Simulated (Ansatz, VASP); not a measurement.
**Two plane-wave programs on Al3BP4**

```xyz
8
Lattice="3.6248 0.0000 0.0000 0.0000 7.2496 0.0000 0.0000 0.0000 5.1263" Properties=species:S:1:pos:R:3 pbc="T T T"
Al    0.0000    5.4372    0.0000
Al    0.0000    1.8124    0.0000
Al    1.8124    0.0000    2.5631
B     1.8124    3.6248    2.5631
P     1.8124    5.4372    3.8447
P     0.0000    3.6248    1.2816
P     1.8124    1.8124    3.8447
P     0.0000    0.0000    1.2816
```

Alike in both runs: task relaxation of cell and atoms; functional PBE; k mesh 6 × 4 × 4; occupations gaussian, width 0.1 eV; no spin polarisation.

|  | VASP | Ansatz |
| --- | --- | --- |
| version | VASP 6.6.1 | Ansatz 0.2.0 |
| potentials or method | VASP PAW PBE potentials, release 64 (Al, B, P), cutoff 600 eV | scalar-relativistic, plane waves, PAW |
| valence electrons in the cell | 32 | 32 |

Ansatz gave:

```
gap on the k mesh at the Fermi level, each at its own relaxed structure (eV) : 0.99
relaxed volume (Å³/atom)                                                     : 18.35
relaxed length of the cell vector where the two differ most in proportion (Å)              : 5.325
```

Question: Estimate VASP's values.

Answer: gap on the k mesh at the Fermi level, each at its own relaxed structure (eV): 0.99; relaxed volume (Å³/atom): 18.37; relaxed length of the cell vector where the two differ most in proportion (Å): 5.330.
